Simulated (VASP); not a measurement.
# Ba (P6/mmm) in VASP: a series of runs

Ba is run at these levels: PBEsol; tasks: single point.

Everything below comes from runs of VASP 6.6.1. Logs are shortened: lines on timing, memory, paths and dates and some standing lists are left out, and cuts for length are marked.

## (1) The cell of the first run

The structure is hexagonal, space group P6/mmm (No. 191). Conventional cell: a = 4.312 Å, b = 4.312 Å, c = 3.913 Å, α = 90.00°, β = 90.00°, γ = 120.00°. Ba (site symmetry 6/mmm) has 8 Ba at 3.91 to 4.31 Å within 5.1 Å.

This isn't the form of Ba at room conditions, which is bcc.

## (2) Single point, PBEsol

The input, INCAR:

```
SYSTEM = Ba
PREC = Accurate ; ENCUT = 520
EDIFF = 1E-6 ; ISMEAR = -1
SIGMA = 0.05 ; LREAL = .False.
LASPH = .True. ; NELM = 100
ALGO = Normal ; ISIF = 2
LWAVE = .False. ; LCHARG = .False.
GGA = PS ; NBANDS = 11
```

The input, KPOINTS:

```
Automatic mesh
0
Gamma
  8 8 8
  0 0 0
```

The input, POSCAR:

```
Ba
1.0
    4.3116140000      0.0000000000      0.0000000000
   -2.1558070000      3.7339670000      0.0000000000
    0.0000000000      0.0000000000      3.9134130000
Ba
1
Direct
    0.0000000000      0.0000000000      0.0000000000
```

Potentials or basis: VASP PAW PBE potentials, release 64 (Ba_sv).

Run with:

```console
$ cat potpaw_PBE.64/Ba_sv/POTCAR > POTCAR
$ mpirun -np 1 vasp_std > vasp.out
```

OUTCAR:

```text
SYSTEM = Ba
   PREC = Accurate
   ENCUT = 520
   EDIFF = 1E-6
   ISMEAR = -1
   LREAL = .False.
   LASPH = .True.
   NELM = 100
   ISIF = 2
   GGA = PS

 ion  position               nearest neighbor table
   1  0.000  0.000  0.000-

  LATTYP: Found a hexagonal cell.
 ALAT       =     4.3116140000
 C/A-ratio  =     0.9076445619

  Lattice vectors:

 A1 = (   4.3116140000,   0.0000000000,   0.0000000000)
 A2 = (  -2.1558070000,   3.7339670000,   0.0000000000)
 A3 = (   0.0000000000,   0.0000000000,   3.9134130000)

Analysis of symmetry for initial positions (statically):
=====================================================================
 Subroutine PRICEL returns:
 Original cell was already a primitive cell.

 Routine SETGRP: Setting up the symmetry group for a
 hexagonal supercell.

 Subroutine GETGRP returns: Found 24 space group operations
 (whereof 24 operations were pure point group operations)
 out of a pool of 24 trial point group operations.

The static configuration has the point symmetry D_6h.

Analysis of symmetry for dynamics (positions and initial velocities):
=====================================================================
 Subroutine PRICEL returns:
 Original cell was already a primitive cell.

 Routine SETGRP: Setting up the symmetry group for a
 hexagonal supercell.

 Subroutine GETGRP returns: Found 24 space group operations
 (whereof 24 operations were pure point group operations)
 out of a pool of 24 trial point group operations.

The dynamic configuration has the point symmetry D_6h.

 Subroutine INISYM returns: Found 24 space group operations
 (whereof 24 operations are pure point group operations),
 and found     1 'primitive' translations

----------------------------------------------------------------------------------------

                                     Primitive cell

  volume of cell :      63.0037

  direct lattice vectors                    reciprocal lattice vectors
     4.311614000  0.000000000  0.000000000     0.231931708  0.133905843  0.000000000
    -2.155807000  3.733967000  0.000000000     0.000000000  0.267811687  0.000000000
     0.000000000  0.000000000  3.913413000     0.000000000  0.000000000  0.255531425

  length of vectors
     4.311614000  4.311613779  3.913413000     0.267811673  0.267811687  0.255531425

  position of ions in fractional coordinates (direct lattice)
[... 81 lines left out ...]
   IBRION =     -1    ionic relax: 0-MD 1-quasi-New 2-CG
   NFREE  =      0    steps in history (QN), initial steepest desc. (CG)
   ISIF   =      2    stress and relaxation
   ISYM   =      2    0-nonsym 1-usesym 2-fastsym
   POTIM  = 0.5000    time-step for ionic-motion
   TEBEG  =    0.0;   TEEND  =   0.0 temperature during run
   PSTRESS=    0.0 pullay stress
   NELECT =      10.0000    total number of electrons
   NUPDOWN=      -1.0000    fix difference up-down
   EMIN   =  10.00;   EMAX   =-10.00  energy-range for DOS
   EFERMI =   0.00;   METHOD = LEGACY
   ISMEAR =    -1;   SIGMA  =   0.05  broadening in eV -4-tet -1-fermi 0-gaus
   EFERMI_NEDOS =   21; number of points for ismear=-14 and -15
   IALGO  =     38    algorithm
   IMIX   =      4    mixing-type and parameters
     AMIX     =   0.40;   BMIX     =  1.00
     AMIX_MAG =   1.60;   BMIX_MAG =  1.00
  volume/ion in A,a.u.               =      63.00       425.17
  Fermi-wavevector in a.u.,A,eV,Ry     =   0.886379  1.675014 10.689660  0.785668
  Thomas-Fermi vector in A             =   2.007537
   LORBIT       =      0    0 simple, 1 ext, 2 COOP (PROOUT), +10 PAW based schemes
   GGA     = PS    functional components
   LHFCALC =     F    Hartree Fock is set to
   AEXX    =    0.0000 exact exchange contribution
   IVDW    =     0    specifies the selected vdW correction
   LEPSILON=     F    determine dielectric tensor
   LRPA    =     F    only Hartree local field effects (RPA)
 non-spin polarized calculation
  energy-cutoff  :      520.00
  volume of cell :       63.00
 maximum number of plane-waves:      1710
   NGX = 17   NGY = 17   NGZ = 15

 number of electron      10.0000001 magnetization

 Free energy of the ion-electron system (eV)
  ---------------------------------------------------
  ext. energy  EPLUGINS =         0.00000000
  ---------------------------------------------------
  free energy    TOTEN  =        -1.96262215 eV

  energy without entropy =       -1.95262521  energy(sigma->0) =       -1.95762368

 E-fermi :   1.5818     XC(G=0):  -7.4978

 val. band max:        1.5812695298   @ k =   0.1250   0.1250   0.5000
 cond. band min:       1.5963983273   @ k =   0.3750   0.2500   0.1250
 fundamental gap:      0.0151287975
 Fermi energy:         1.5818397223

 k-point     1 :       0.0000    0.0000    0.0000
  band No.  band energies     occupation
      1     -27.5335      2.00000
      2     -12.4457      2.00000
      3     -12.4457      2.00000
      4     -12.3364      2.00000
      5      -1.1757      2.00000
      6       1.6195      0.63992
      7       3.2227      0.00000
      8       3.2227      0.00000
      9       6.4169      0.00000
     10       6.4169      0.00000
     11       7.5944      0.00000
[... 309 lines left out ...]
 k-point    24 :       0.3750   -0.0000    0.2500
  band No.  band energies     occupation
      1     -27.4656      2.00000
      2     -12.8189      2.00000
      3     -12.6747      2.00000
      4     -12.5041      2.00000
      5       0.9238      2.00000
      6       1.7510      0.06564
      7       3.4511      0.00000
      8       4.1342      0.00000
      9       4.3271      0.00000
     10       5.7313      0.00000
     11       7.9368      0.00000

 [... further k-points ...]

------------------------ aborting loop because EDIFF is reached ----------------------------------------

  FORCE on cell =-STRESS in cart. coord.  units (eV):
  Direction    XX          YY          ZZ          XY          YZ          ZX
  --------------------------------------------------------------------------------------
  -------------------------------------------------------------------------------------
  Total       -0.3409125     -0.3409124     -0.0720554      0.0000000      0.0000000      0.0000000
  in kB       -8.6693680     -8.6693669     -1.8323604      0.0000000      0.0000000      0.0000000
  external PRESSURE =      -6.3903651 kB  Pullay stress =       0.0000000 kB

 VOLUME and BASIS-vectors are now :
 -----------------------------------------------------------------------------
  energy-cutoff  :      520.00
  volume of cell :       63.00
      direct lattice vectors                 reciprocal lattice vectors
     4.311614000  0.000000000  0.000000000     0.231931708  0.133905843  0.000000000
    -2.155807000  3.733967000  0.000000000     0.000000000  0.267811687  0.000000000
     0.000000000  0.000000000  3.913413000     0.000000000  0.000000000  0.255531425

 POSITION                                       TOTAL-FORCE (eV/Angst)
 -----------------------------------------------------------------------------------
      0.00000      0.00000      0.00000         0.000000      0.000000      0.000000
 -----------------------------------------------------------------------------------
    total drift:                               -0.000000     -0.000000     -0.000000

  FREE ENERGIE OF THE ION-ELECTRON SYSTEM (eV)
  ---------------------------------------------------
  free  energy   TOTEN  =        -1.9626221487 eV

  energy  without entropy=       -1.9526252067  energy(sigma->0) =       -1.95762368
```

It took 27 s on 1 thread of AMD EPYC 7R43 (Zen 3), shared host; peak memory 0.16 GiB.

What came out:

| Item | Value |
| --- | --- |
| Free energy | -1.9626 eV |
| Pressure | -0.6 GPa |
| Band gap on the k mesh | zero (bands 5 and 6 overlap by 0.23 eV) |

Stress tensor (GPa, compression positive):
```
-0.87  0.00  0.00
 0.00 -0.87  0.00
 0.00  0.00 -0.18
```

Caveat: the PAW data sets were made with another functional, which shifts forces and pressure a little; spin-orbit coupling is left out, which moves the levels of the heavy elements.

## (3) Single point, PBEsol

The input, INCAR:

```
PREC = Accurate
ENCUT = 520
EDIFF = 1E-7
ISMEAR = -1
SIGMA = 0.05
LREAL = False
LASPH = True
NELM = 60
ALGO = Normal
ISIF = 2
LWAVE = False
LCHARG = True
GGA = PS
LELF = True
LVHAR = True
NBANDS = 11
```

The input, KPOINTS:

```
Automatic mesh
0
Gamma
  8 8 8
```

POSCAR is that of step 2.

Potentials or basis: VASP PAW PBE potentials, release 64 (Ba_sv).

Run with:

```console
$ cat potpaw_PBE.64/Ba_sv/POTCAR > POTCAR
$ mpirun -np 1 vasp_std > vasp.out
```

OUTCAR:

```text
PREC = Accurate
   ENCUT = 520
   EDIFF = 1E-7
   ISMEAR = -1
   LREAL = False
   LASPH = True
   NELM = 60
   ISIF = 2
   GGA = PS

 ion  position               nearest neighbor table
   1  0.000  0.000  0.000-

  LATTYP: Found a hexagonal cell.
 ALAT       =     4.3116140000
 C/A-ratio  =     0.9076445619

  Lattice vectors:

 A1 = (   4.3116140000,   0.0000000000,   0.0000000000)
 A2 = (  -2.1558070000,   3.7339670000,   0.0000000000)
 A3 = (   0.0000000000,   0.0000000000,   3.9134130000)

Analysis of symmetry for initial positions (statically):
=====================================================================
 Subroutine PRICEL returns:
 Original cell was already a primitive cell.

 Routine SETGRP: Setting up the symmetry group for a
 hexagonal supercell.

 Subroutine GETGRP returns: Found 24 space group operations
 (whereof 24 operations were pure point group operations)
 out of a pool of 24 trial point group operations.

The static configuration has the point symmetry D_6h.
[... 162 lines left out ...]
 fundamental gap:      0.0150950693
 Fermi energy:         1.5818366092

 k-point     1 :       0.0000    0.0000    0.0000
  band No.  band energies     occupation
      1     -27.5335      2.00000
      2     -12.4458      2.00000
      3     -12.4458      2.00000
      4     -12.3364      2.00000
      5      -1.1757      2.00000
      6       1.6195      0.63987
      7       3.2226      0.00000
      8       3.2226      0.00000
      9       6.4168      0.00000
     10       6.4168      0.00000
     11       7.5944      0.00000
[... 309 lines left out ...]
 k-point    24 :       0.3750   -0.0000    0.2500
  band No.  band energies     occupation
      1     -27.4656      2.00000
      2     -12.8190      2.00000
      3     -12.6747      2.00000
      4     -12.5042      2.00000
      5       0.9238      2.00000
      6       1.7510      0.06566
      7       3.4511      0.00000
      8       4.1342      0.00000
      9       4.3271      0.00000
     10       5.7312      0.00000
     11       7.9368      0.00000

 [... further k-points ...]

------------------------ aborting loop because EDIFF is reached ----------------------------------------

  FORCE on cell =-STRESS in cart. coord.  units (eV):
  Direction    XX          YY          ZZ          XY          YZ          ZX
  --------------------------------------------------------------------------------------
  -------------------------------------------------------------------------------------
  Total       -0.3409820     -0.3409820     -0.0717477      0.0000000      0.0000000      0.0000000
  in kB       -8.6711362     -8.6711350     -1.8245374      0.0000000      0.0000000      0.0000000
  external PRESSURE =      -6.3889362 kB  Pullay stress =       0.0000000 kB

 VOLUME and BASIS-vectors are now :
 -----------------------------------------------------------------------------
  energy-cutoff  :      520.00
  volume of cell :       63.00
      direct lattice vectors                 reciprocal lattice vectors
     4.311614000  0.000000000  0.000000000     0.231931708  0.133905843  0.000000000
    -2.155807000  3.733967000  0.000000000     0.000000000  0.267811687  0.000000000
     0.000000000  0.000000000  3.913413000     0.000000000  0.000000000  0.255531425

 POSITION                                       TOTAL-FORCE (eV/Angst)
 -----------------------------------------------------------------------------------
      0.00000      0.00000      0.00000         0.000000      0.000000      0.000000
 -----------------------------------------------------------------------------------
    total drift:                               -0.000000      0.000000     -0.000000

  FREE ENERGIE OF THE ION-ELECTRON SYSTEM (eV)
  ---------------------------------------------------
  free  energy   TOTEN  =        -1.9626218831 eV

  energy  without entropy=       -1.9526243833  energy(sigma->0) =       -1.95762313
```

Run time: 38 s. Hardware: 1 thread of AMD EPYC 7R43 (Zen 3), shared host; peak memory 0.16 GiB.

What came out:

- Free energy: -1.9626 eV
- Pressure: -0.6 GPa
- Band gap on the k mesh: zero (bands 5 and 6 overlap by 0.23 eV)

Stress tensor (GPa, compression positive):
```
-0.87  0.00  0.00
 0.00 -0.87  0.00
 0.00  0.00 -0.18
```

Levels at points of the mesh, in eV from the Fermi level:
| k point | band 3 | band 4 | band 5 | band 6 | band 7 | band 8 |
| --- | --- | --- | --- | --- | --- | --- |
| (0.00, 0.00, 0.00) | -14.03 | -13.92 | -2.76 | 0.04 | 1.64 | 1.64 |
| (0.50, 0.00, 0.00) | -14.14 | -13.87 | -1.00 | 0.34 | 0.95 | 2.91 |
| (0.00, 0.00, 0.50) | -13.95 | -13.95 | -0.87 | 0.69 | 2.23 | 2.23 |
| (0.50, 0.00, 0.50) | -14.41 | -14.06 | -0.86 | 0.19 | 1.77 | 3.35 |

Caveat: the PAW data sets were made with another functional, which shifts forces and pressure a little; spin-orbit coupling is left out, which moves the levels of the heavy elements.
